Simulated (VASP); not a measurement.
Pt: single point with PBE

Slab: Pt, a slab with vacuum.

```xyz
12
Lattice="5.6143 0.0000 0.0000 0.0000 5.6143 0.0000 0.0000 0.0000 19.3514" Properties=species:S:1:pos:R:3 pbc="T T T"
Pt    1.4036    1.4036    4.0000
Pt    1.4036    4.2107    4.0000
Pt    4.2107    1.4036    4.0000
Pt    4.2107    4.2107    4.0000
Pt    0.0000    0.0000    5.9264
Pt    0.0000    2.8072    5.9264
Pt    2.8072    0.0000    5.9264
Pt    2.8072    2.8072    5.9264
Pt    1.4036    1.4036    7.8514
Pt    1.4036    4.2107    7.8514
Pt    4.2107    1.4036    7.8514
Pt    4.2107    4.2107    7.8514
```

```json
{
 "Program": "VASP 6.6.1",
 "Task": "single point",
 "Functional": "PBE",
 "Potentials or basis": "VASP PAW PBE potentials, release 64 (Pt)",
 "Cutoff": "520 eV",
 "k mesh": "5 × 5 × 1",
 "Occupations": "gaussian, width 0.1 eV",
 "Spin": "no spin polarisation",
 "Dipole correction": "yes",
 "Further INCAR settings": "ALGO = Normal; EDIFF = 1e-07; NBANDS = 72"
}
```

| Quantity | Value |
| --- | --- |
| Largest force | 0.009 eV/Å |
| Band gap on the k mesh | zero (band 60 reaches -0.56 eV, above the bottom of band 61 at -0.71 eV) |

Forces on the atoms (eV/Å):
```
Pt   0.000  0.000  0.009
Pt   0.000  0.000  0.009
Pt   0.000  0.000  0.009
Pt   0.000  0.000  0.009
Pt   0.000  0.000 -0.009
Pt   0.000  0.000 -0.009
Pt   0.000  0.000 -0.009
Pt   0.000  0.000 -0.009
Pt   0.000  0.000  0.000
Pt   0.000  0.000  0.000
Pt   0.000  0.000  0.000
Pt   0.000  0.000  0.000
```

Levels at points of the mesh, in eV from the Fermi level:
```tsv
k point	band 56	band 57	band 58	band 59	band 60	band 61	band 62	band 63
(0.00, 0.00, 0.00)	0.04	0.04	0.08	0.14	0.14	0.34	0.79	0.79
```

Wall time 8.1 min on 1 thread of Intel(R) Xeon(R) Platinum 8488C (Sapphire Rapids), on a shared host, peak memory 0.59 GiB.

Caveat: spin-orbit coupling is left out, which moves the levels of the heavy elements.
